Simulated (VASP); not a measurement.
Here is a VASP 6.6.1 calculation.

File INCAR:

```
SYSTEM = Ag
ALGO = Normal
EDIFF = 1E-7
EDIFFG = -0.03
ENCUT = 600
GGA = CA
IBRION = 2
ISIF = 3
ISMEAR = 1
LASPH = .TRUE.
LCHARG = .FALSE.
LREAL = .FALSE.
LWAVE = .FALSE.
NELM = 80
NSW = 50
PREC = Accurate
SIGMA = 0.1
```

File KPOINTS:

```
k-points
0
G
  6 6 6
  0 0 0
```

POSCAR

```
Ag
1.0
    4.0900000000      0.0000000000      0.0000000000
    0.0000000000      4.0900000000      0.0000000000
    0.0000000000      0.0000000000      4.0900000000
Ag
4
Direct
    0.0000000000      0.0000000000      0.0000000000
    0.0000000000      0.5000000000      0.5000000000
    0.5000000000      0.0000000000      0.5000000000
    0.5000000000      0.5000000000      0.0000000000
```

Potentials or basis: VASP PAW LDA potentials, release 64 (Ag).

Launch:

```bash
$ cat potpaw_LDA.64/Ag/POTCAR > POTCAR
$ mpirun -np 1 vasp_std > vasp.out
```

Task: Estimate the space group after relaxing (to 0.05 Å).

Result: Fm-3m (No. 225).

Task: Estimate the relaxed cell.

Result: a = 4.004 Å, b = 4.004 Å, c = 4.004 Å, α = 90.00°, β = 90.00°, γ = 90.00°.

Task: Predict the relaxed volume.

Result: 16.05 Å³/atom.

Task: Estimate the band gap on the k mesh.

Result: Zero (band 22 reaches 10.51 eV, above the bottom of band 23 at 8.42 eV).

Step by step:
```
step  energy change (eV)  largest force (eV/Å)  pressure (GPa)  volume (Å³)
   1              0.0000                0.0000           -7.30        68.42
   2             -0.0273                0.0000            8.15        60.99
   3             -0.1036                0.0000           -0.06        64.21
```
